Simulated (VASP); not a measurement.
# W9C8 in VASP: further runs

W9C8 is run at these levels: LDA; tasks: single point.

Program: VASP 6.6.1. These are calculated values, not measurements. Logs are shortened: lines on timing, memory, paths and dates and some standing lists are left out, and cuts for length are marked.

### 1 The cell of the first run

The cell holds a slab with vacuum, 17 atoms: a = 5.693 Å, b = 5.693 Å, c = 17.193 Å, α = 90.00°, β = 90.00°, γ = 120.00°.

### 2 Single point, LDA

Contents of INCAR:

```
SYSTEM = W9C8
PREC = Accurate ; ENCUT = 520
EDIFF = 1E-6 ; ISMEAR = -1
SIGMA = 0.05 ; LREAL = Auto
LASPH = .True. ; NELM = 80
ALGO = Normal ; ISIF = 2
LWAVE = .False. ; LCHARG = .True.
LELF = .True. ; LVHAR = .True.
NBANDS = 93
```

Contents of KPOINTS:

```
Automatic mesh
0
Gamma
  3 3 1
  0 0 0
```

Contents of POSCAR:

```
W9C8
1.0
    5.6929600000      0.0000000000      0.0000000000
   -2.8464800000      4.9302480000      0.0000000000
    0.0000000000      0.0000000000     17.1931300000
W C
9 8
Direct
    0.0000000000      0.0000000000      0.0581627662
    0.0176685685     -0.0009532989      0.2283470200
    0.0000045923      0.4999951321      0.0581627662
   -0.0214272588      0.4839715974      0.2114332876
    0.5000035131      0.0000000000      0.0581627662
    0.5054657527      0.0165103256      0.2233508384
    0.4999905398      0.4999951321      0.0581627662
    0.5011763786      0.5095686870      0.2189304682
    0.4665728418      0.4710310719      0.3680946983
    0.3066916034      0.1672532497      0.1262888142
    0.3548670810      0.1688556032      0.3042145322
    0.3206690161      0.6693375262      0.1383110580
    0.3026846261      0.6292584065      0.3028767886
    0.8403543701      0.1479033103      0.1400792061
    0.8422032061      0.1928097735      0.2900751637
    0.8163887808      0.6516710721      0.1314362190
    0.7962165144      0.6400286558      0.3120548731
```

Potentials or basis: VASP PAW LDA potentials, release 64 (W_sv, C).

The run is started by

```bash
cat potpaw_LDA.64/W_sv/POTCAR potpaw_LDA.64/C/POTCAR > POTCAR
mpirun -np 1 vasp_std > vasp.out
```

OUTCAR:

```text
SYSTEM = W9C8
   PREC = Accurate
   ENCUT = 520
   EDIFF = 1E-6
   ISMEAR = -1
   LREAL = Auto
   LASPH = .True.
   NELM = 80
   ISIF = 2

 ion  position               nearest neighbor table
   1  0.000  0.000  0.058-  10 1.91  14 2.07  16 2.13   3 2.85   7 2.85   5 2.85   5 2.85   7 2.85
                             3 2.85   2 2.93
   2  0.018  0.999  0.228-  15 2.11  11 2.11  14 2.21  10 2.26  17 2.29  16 2.39   6 2.73   8 2.84
                             4 2.84   8 2.87   4 2.89   1 2.93   6 2.97
   3  0.000  0.500  0.058-  16 2.08  12 2.10  14 2.24   4 2.64   7 2.85   1 2.85   5 2.85   5 2.85
                             1 2.85   7 2.85
   4  0.979  0.484  0.211-  15 1.97  14 2.07  12 2.11  16 2.13  13 2.24  17 2.40   3 2.64   6 2.69
                             8 2.80   2 2.84   2 2.89   8 2.91   6 3.02
   5  0.500  0.000  0.058-  10 2.13  12 2.14  14 2.19   6 2.84   1 2.85   3 2.85   7 2.85   7 2.85
                             3 2.85   1 2.85
   6  0.505  0.017  0.223-  15 2.02  11 2.04  14 2.19  12 2.25  13 2.35  10 2.40   4 2.69   2 2.73
                             8 2.82   5 2.84   8 2.87   2 2.97   4 3.02
   7  0.500  0.500  0.058-  16 2.01  10 2.02  12 2.20   8 2.76   3 2.85   1 2.85   5 2.85   5 2.85
                             1 2.85   3 2.85
   8  0.501  0.510  0.219-  13 2.14  16 2.16  17 2.17  12 2.18  11 2.23  10 2.32   9 2.57   7 2.76
                             4 2.80   6 2.82   2 2.84   2 2.87   6 2.87   4 2.91
   9  0.467  0.471  0.368-  11 1.86  17 1.89  13 1.94   8 2.57
  10  0.307  0.167  0.126-   1 1.91   7 2.02   5 2.13   2 2.26   8 2.32   6 2.40
  11  0.355  0.169  0.304-   9 1.86   6 2.04   2 2.11   8 2.23
  12  0.321  0.669  0.138-   3 2.10   4 2.11   5 2.14   8 2.18   7 2.20   6 2.25
  13  0.303  0.629  0.303-   9 1.94   8 2.14   4 2.24   6 2.35
  14  0.840  0.148  0.140-   4 2.07   1 2.07   5 2.19   6 2.19   2 2.21   3 2.24
  15  0.842  0.193  0.290-   4 1.97   6 2.02   2 2.11
  16  0.816  0.652  0.131-   7 2.01   3 2.08   4 2.13   1 2.13   8 2.16   2 2.39
  17  0.796  0.640  0.312-   9 1.89   8 2.17   2 2.29   4 2.40

  LATTYP: Found a hexagonal cell.
 ALAT       =     5.6929600000
 C/A-ratio  =     3.0200686462

  Lattice vectors:

 A1 = (   5.6929600000,   0.0000000000,   0.0000000000)
 A2 = (  -2.8464800000,   4.9302480000,   0.0000000000)
 A3 = (   0.0000000000,   0.0000000000,  17.1931300000)

Analysis of symmetry for initial positions (statically):
=====================================================================
 Subroutine PRICEL returns:
 Original cell was already a primitive cell.

 Routine SETGRP: Setting up the symmetry group for a
 hexagonal supercell.

 Subroutine GETGRP returns: Found  1 space group operations
 (whereof  1 operations were pure point group operations)
 out of a pool of 24 trial point group operations.

The static configuration has the point symmetry C_1 .

Analysis of symmetry for dynamics (positions and initial velocities):
=====================================================================
 Subroutine PRICEL returns:
 Original cell was already a primitive cell.

 Routine SETGRP: Setting up the symmetry group for a
 hexagonal supercell.

 Subroutine GETGRP returns: Found  1 space group operations
 (whereof  1 operations were pure point group operations)
 out of a pool of 24 trial point group operations.

The dynamic configuration has the point symmetry C_1 .

 Subroutine INISYM returns: Found  1 space group operations
 (whereof  1 operations are pure point group operations),
 and found     1 'primitive' translations

----------------------------------------------------------------------------------------

                                     Primitive cell

  volume of cell :     482.5717

  direct lattice vectors                    reciprocal lattice vectors
     5.692960000  0.000000000  0.000000000     0.175655546  0.101414777  0.000000000
    -2.846480000  4.930248000  0.000000000     0.000000000  0.202829553  0.000000000
     0.000000000  0.000000000 17.193130000     0.000000000  0.000000000  0.058162766

  length of vectors
     5.692960000  5.692960015 17.193130000     0.202829554  0.202829553  0.058162766

  position of ions in fractional coordinates (direct lattice)
     0.000000000  0.000000000  0.058162766
     0.017668568  0.999046701  0.228347020
     0.000004592  0.499995132  0.058162766
     0.978572741  0.483971597  0.211433288
     0.500003513  0.000000000  0.058162766
     0.505465753  0.016510326  0.223350838
[... 9 lines left out ...]
     0.816388781  0.651671072  0.131436219
     0.796216514  0.640028656  0.312054873

  ion indices of the primitive-cell ions
   primitive index   ion index
                 1           1
                 2           2
                 3           3
                 4           4
                 5           5
                 6           6
[... 9 lines left out ...]
                16          16
                17          17

----------------------------------------------------------------------------------------

 KPOINTS: Automatic mesh

Automatic generation of k-mesh.
 Grid dimensions read from file:
 generate k-points for:    3    3    1

 Generating k-lattice:

  Cartesian coordinates                     Fractional coordinates (reciprocal lattice)
     0.058551849  0.033804926  0.000000000     0.333333333  0.000000000  0.000000000
     0.000000000  0.067609851  0.000000000     0.000000000  0.333333333  0.000000000
     0.000000000  0.000000000  0.058162766     0.000000000  0.000000000  1.000000000

  Length of vectors
     0.067609851  0.067609851  0.058162766

  Shift w.r.t. Gamma in fractional coordinates (k-lattice)
     0.000000000  0.000000000  0.000000000

 Subroutine IBZKPT returns following result:
 ===========================================

 Found      5 irreducible k-points:

 Following reciprocal coordinates:
            Coordinates               Weight
  0.000000  0.000000  0.000000      1.000000
  0.333333  0.000000  0.000000      2.000000
  0.000000  0.333333  0.000000      2.000000
 -0.333333  0.333333  0.000000      2.000000
  0.333333  0.333333  0.000000      2.000000
   k-points           NKPTS =      5   k-points in BZ     NKDIM =      5   number of bands    NBANDS=     93
   number of dos      NEDOS =    301   number of ions     NIONS =     17
   total plane-waves  NPLWV = 225792
   dimension x,y,z NGX =    42 NGY =   42 NGZ =  128
   dimension x,y,z NGXF=    84 NGYF=   84 NGZF=  256
   ions per type =               9   8
   NGX,Y,Z   is equivalent  to a cutoff of  12.26, 12.26, 12.38 a.u.
   NGXF,Y,Z  is equivalent  to a cutoff of  24.53, 24.53, 24.75 a.u.
 SYSTEM =  W9C8
   PREC   = accura    normal or accurate (medium, high low for compatibility)
   ISTART =      0    job   : 0-new  1-cont  2-samecut
   ICHARG =      2    charge: 1-file 2-atom 10-const
   ISPIN  =      1    spin polarized calculation?
   LNONCOLLINEAR =      F non collinear calculations
   LSORBIT =      F    spin-orbit coupling
   LASPH  =      T    aspherical Exc in radial PAW
   ENCUT  =  520.0 eV  38.22 Ry    6.18 a.u.  10.59 10.59 31.97*2*pi/ulx,y,z
   NELM   =     80;   NELMIN=  2; NELMDL= -5     # of ELM steps
   EDIFF  = 0.1E-05   stopping-criterion for ELM
   LREAL  =      T    real-space projection
   EDIFFG = 0.1E-04   stopping-criterion for IOM
   NSW    =      0    number of steps for IOM
   IBRION =     -1    ionic relax: 0-MD 1-quasi-New 2-CG
   NFREE  =      0    steps in history (QN), initial steepest desc. (CG)
   ISIF   =      2    stress and relaxation
   ISYM   =      2    0-nonsym 1-usesym 2-fastsym
   POTIM  = 0.5000    time-step for ionic-motion
   TEBEG  =    0.0;   TEEND  =   0.0 temperature during run
   PSTRESS=    0.0 pullay stress
   NELECT =     158.0000    total number of electrons
   NUPDOWN=      -1.0000    fix difference up-down
   EMIN   =  10.00;   EMAX   =-10.00  energy-range for DOS
   EFERMI =   0.00;   METHOD = LEGACY
   ISMEAR =    -1;   SIGMA  =   0.05  broadening in eV -4-tet -1-fermi 0-gaus
   EFERMI_NEDOS =   21; number of points for ismear=-14 and -15
   IALGO  =     38    algorithm
   IMIX   =      4    mixing-type and parameters
     AMIX     =   0.40;   BMIX     =  1.00
     AMIX_MAG =   1.60;   BMIX_MAG =  1.00
  volume/ion in A,a.u.               =      28.39       191.56
  Fermi-wavevector in a.u.,A,eV,Ry     =   1.128340  2.132253 17.322267  1.273151
  Thomas-Fermi vector in A             =   2.265029
   LORBIT       =      0    0 simple, 1 ext, 2 COOP (PROOUT), +10 PAW based schemes
   GGA     = CA    functional components
   LHFCALC =     F    Hartree Fock is set to
   AEXX    =    0.0000 exact exchange contribution
   IVDW    =     0    specifies the selected vdW correction
   LEPSILON=     F    determine dielectric tensor
   LRPA    =     F    only Hartree local field effects (RPA)
 non-spin polarized calculation
  energy-cutoff  :      520.00
  volume of cell :      482.57
 maximum number of plane-waves:     12987
 NGX is ok and might be reduce to    42
   NGX = 21   NGY = 21   NGZ = 63

 number of electron     157.9999997 magnetization

 Free energy of the ion-electron system (eV)
  ---------------------------------------------------
  ext. energy  EPLUGINS =         0.00000000
  ---------------------------------------------------
  free energy    TOTEN  =      -190.58783147 eV

  energy without entropy =     -190.52513341  energy(sigma->0) =     -190.55648244

 E-fermi :   1.6928     XC(G=0):  -6.5969

 val. band max:        1.6849864763   @ k =   0.3333   0.3333   0.0000
 cond. band min:       1.7315825922   @ k =   0.0000   0.3333   0.0000
 fundamental gap:      0.0465961160
 Fermi energy:         1.6928062531

 k-point     1 :       0.0000    0.0000    0.0000
  band No.  band energies     occupation
      1     -72.4189      2.00000
      2     -72.1155      2.00000
      3     -72.0691      2.00000
      4     -71.8501      2.00000
      5     -71.8172      2.00000
      6     -71.7879      2.00000
[... 83 lines left out ...]
     90       4.0075      0.00000
     91       4.2362      0.00000

 k-point     2 :       0.3333    0.0000    0.0000
  band No.  band energies     occupation
      1     -72.4189      2.00000
      2     -72.1057      2.00000
      3     -72.0771      2.00000
      4     -71.8360      2.00000
      5     -71.8149      2.00000
      6     -71.7983      2.00000
[... 365 lines left out ...]
     90       3.6888      0.00000
     91       3.8876      0.00000
 [bands above 91 left out]

------------------------ aborting loop because EDIFF is reached ----------------------------------------

  FORCE on cell =-STRESS in cart. coord.  units (eV):
  Direction    XX          YY          ZZ          XY          YZ          ZX
  --------------------------------------------------------------------------------------
  -------------------------------------------------------------------------------------
  Total        6.3287699      7.2382028      1.1697554      3.7103020      3.0782773      0.7382161
  in kB       21.0120314     24.0314227      3.8836832     12.3185048     10.2201314      2.4509376
  external PRESSURE =      16.3090458 kB  Pullay stress =       0.0000000 kB

 VOLUME and BASIS-vectors are now :
 -----------------------------------------------------------------------------
  energy-cutoff  :      520.00
  volume of cell :      482.57
      direct lattice vectors                 reciprocal lattice vectors
     5.692960000  0.000000000  0.000000000     0.175655546  0.101414777  0.000000000
    -2.846480000  4.930248000  0.000000000     0.000000000  0.202829553  0.000000000
     0.000000000  0.000000000 17.193130000     0.000000000  0.000000000  0.058162766

 POSITION                                       TOTAL-FORCE (eV/Angst)
 -----------------------------------------------------------------------------------
      0.00000      0.00000      1.00000        -1.333553     -1.318712     -1.383547
     -2.74318      4.92555      3.92600        -3.316757     -0.209927      0.136189
     -1.42320      2.46510      1.00000         0.111211     -0.479719     -1.550467
      4.19336      2.38610      3.63520         1.684603      2.552840      4.790306
      2.84650      0.00000      1.00000         0.009269     -0.418690      0.256881
      2.83060      0.08140      3.84010         0.662575     -3.373612      0.387207
[... 9 lines left out ...]
      2.79270      3.21290      2.25980         0.385100      1.251363      1.107594
      2.71100      3.15550      5.36520         0.810478      1.276851     -1.770911
 -----------------------------------------------------------------------------------
    total drift:                                0.012370      0.031986     -0.005545

  FREE ENERGIE OF THE ION-ELECTRON SYSTEM (eV)
  ---------------------------------------------------
  free  energy   TOTEN  =      -190.5878314704 eV

  energy  without entropy=     -190.5251334119  energy(sigma->0) =     -190.55648244
```

It took 23 min on 1 thread of AMD EPYC 7R13, shared host; peak memory 0.42 GiB.

What came out:

```yaml
Free_energy: -190.5878 eV
Largest_force: 5.683 eV/Å
Band_gap_on_the_k_mesh: zero (band 79 reaches 2.12 eV, above the bottom of band 80 at 1.69 eV)
```

Forces in eV/Å, atoms in the order of the input:
```
W   -1.334 -1.319 -1.384
W   -3.317 -0.210  0.136
W    0.111 -0.480 -1.550
W    1.685  2.553  4.790
W    0.009 -0.419  0.257
W    0.663 -3.374  0.387
W   -1.150  0.479 -1.516
W   -0.723 -1.151 -0.577
W   -0.326  0.861  0.346
C    3.056  0.650  3.655
C   -0.928 -0.415 -0.857
C    1.313  0.377 -0.895
C    0.339  1.027 -1.333
C   -1.286  0.558 -1.055
C    0.693 -1.667  0.258
C    0.385  1.251  1.108
C    0.810  1.277 -1.771
```

Caveat: the k points lie up to 0.42 Å⁻¹ apart; spin-orbit coupling is left out, which moves the levels of the heavy elements.

### 3 Single point, LDA

Contents of INCAR:

```
  PREC = Accurate
  ENCUT = 520
  EDIFF = 1E-7
  ISMEAR = -1
  SIGMA = 0.05
  LREAL = Auto
  LASPH = T
  NELM = 100
  ALGO = Normal
  ISIF = 2
  LWAVE = F
  LCHARG = F
  GGA = CA
  NBANDS = 93
```

Contents of KPOINTS:

```
Automatic mesh
0
Gamma
  3 3 1
```

Contents of POSCAR:

```
W9C8
1.0
    5.6929600000      0.0000000000      0.0000000000
   -2.8464800000      4.9302480000      0.0000000000
    0.0000000000      0.0000000000     17.1931300000
W C
9 8
Direct
    0.0000000000      0.0000000000      0.0581627662
    0.0088148251     -0.0138126926      0.2292892568
    0.0000045923      0.4999951321      0.0581627662
    0.0433316669      0.5171950782      0.2278526365
    0.5000035131      0.0000000000      0.0581627662
    0.5484068482     -0.0033872535      0.2233857360
    0.4999905398      0.4999951321      0.0581627662
    0.5003888477      0.4626744943      0.2151498884
    0.4825179555      0.5504185591      0.3627204587
    0.3181547618      0.1844531959      0.1394335994
    0.3187651595      0.1689164521      0.3052207481
    0.3298260666      0.6747936412      0.1294586850
    0.3182862775      0.6769030686      0.2983866230
    0.8571973715      0.1542924413      0.1450346737
    0.8552821482      0.2075149161      0.3010330289
    0.8259180349      0.6460324105      0.1317444817
    0.8194375541      0.6438215684      0.3102401948
```

Potentials or basis: VASP PAW LDA potentials, release 64 (W_sv, C).

The run is started by

```bash
cat potpaw_LDA.64/W_sv/POTCAR potpaw_LDA.64/C/POTCAR > POTCAR
mpirun -np 1 vasp_std > vasp.out
```

Run time: 16 min. Hardware: 1 thread of AMD EPYC 7R13, shared host; peak memory 0.42 GiB.

It converged, with:

```
Free energy            : -188.8381 eV
Largest force          : 7.559 eV/Å
Band gap on the k mesh : zero (band 79 reaches 2.00 eV, above the bottom of band 80 at 1.42 eV)
```

Forces on the atoms (eV/Å):
```
W    0.119 -0.342  1.074
W    0.070  0.197 -0.776
W    0.417 -0.673  0.144
W   -5.876 -3.628 -3.075
W    0.472  0.449  0.558
W   -3.984  1.547  2.147
W   -0.168 -0.488 -1.402
W   -0.294  4.675  3.328
W    3.608 -2.470  0.681
C    1.650 -3.742 -2.663
C    0.579  1.742  0.490
C    1.377 -0.399  1.286
C    3.236  2.134  1.177
C   -0.747  0.956 -2.543
C   -0.135 -1.472 -0.845
C    0.487  1.364  1.185
C   -0.809  0.149 -0.767
```

Levels at points of the mesh, in eV from the Fermi level:
| k point | band 75 | band 76 | band 77 | band 78 | band 79 | band 80 | band 81 | band 82 | band 83 | band 84 |
| --- | --- | --- | --- | --- | --- | --- | --- | --- | --- | --- |
| (0.00, 0.00, 0.00) | -0.58 | -0.23 | 0.14 | 0.25 | 0.43 | 0.47 | 0.61 | 0.83 | 0.98 | 1.13 |

Caveat: the k points lie up to 0.42 Å⁻¹ apart; spin-orbit coupling is left out, which moves the levels of the heavy elements.

(Continued in part 2 of 2.)
